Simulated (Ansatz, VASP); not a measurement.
## One calculation of Ir, two programs

The input INCAR:

```
SYSTEM = Ir
ALGO = Normal ; EDIFF = 1E-6
ENCUT = 400 ; GGA = PE
GGA_COMPAT = .False. ; ISIF = 2
ISMEAR = -1 ; ISPIN = 2
LASPH = .True. ; LCHARG = .True.
LELF = .True. ; LMAXMIX = 4
LORBIT = 11 ; LREAL = .False.
LVHAR = .True. ; LWAVE = .False.
MAGMOM = 2.5 ; NBANDS = 14
NELM = 200 ; PREC = Accurate
SIGMA = 0.1
```

File KPOINTS:

```
k-points
0
Gamma
  1 1 1
  0 0 0
```

POSCAR

```
Ir
1.0
    8.9820000000      0.0000000000      0.0000000000
    0.0000000000      9.0818000000      0.0000000000
    0.0000000000      0.0000000000      9.1816000000
Ir
1
Direct
    0.5000000000      0.5000000000      0.5000000000
```

Input for Ansatz:

```yaml
crystal:
  lattice:
    - [8.982, 0.0, 0.0]
    - [0.0, 9.0818, 0.0]
    - [0.0, 0.0, 9.1816]
  atoms:
    - { symbol: Ir, position: [0.5, 0.5, 0.5], spin: 2.5 }
kpoints:
  mp_grid: { grid: [1, 1, 1], shift: [0, 0, 0] }
hamiltonian:
  xc: pbe
  pseudopotentials: { kind: paw }
magnetization:
  spin_polarized: true
scf:
  occupations: { method: fermi_dirac, width: 0.1 }
```

Alike in both runs: task single point; functional PBE; k mesh 1 × 1 × 1; occupations fermi-dirac, width 0.1 eV; collinear spin.

|  | VASP | Ansatz |
| --- | --- | --- |
| version | VASP 6.6.1 | Ansatz development build ahead of 0.2.0 |
| potentials or method | VASP PAW PBE potentials, release 64 (Ir) | PAW (an earlier, plane waves, scalar-relativistic |
| plane-wave cutoff (eV) | 400 | 620 |

|  | VASP | Ansatz | Ansatz less VASP |
| --- | --- | --- | --- |
| net moment per atom (μB) | 3.00 | 3.00 | -0.001 |
| size of the moment on the site where the two differ most (μB) | 2.52 | 3.00 | +0.477 |

Site moments also hang on the region over which each program counts them. Ansatz's warnings: reached outside group, stability check not made.

Spin-orbit coupling is off throughout.
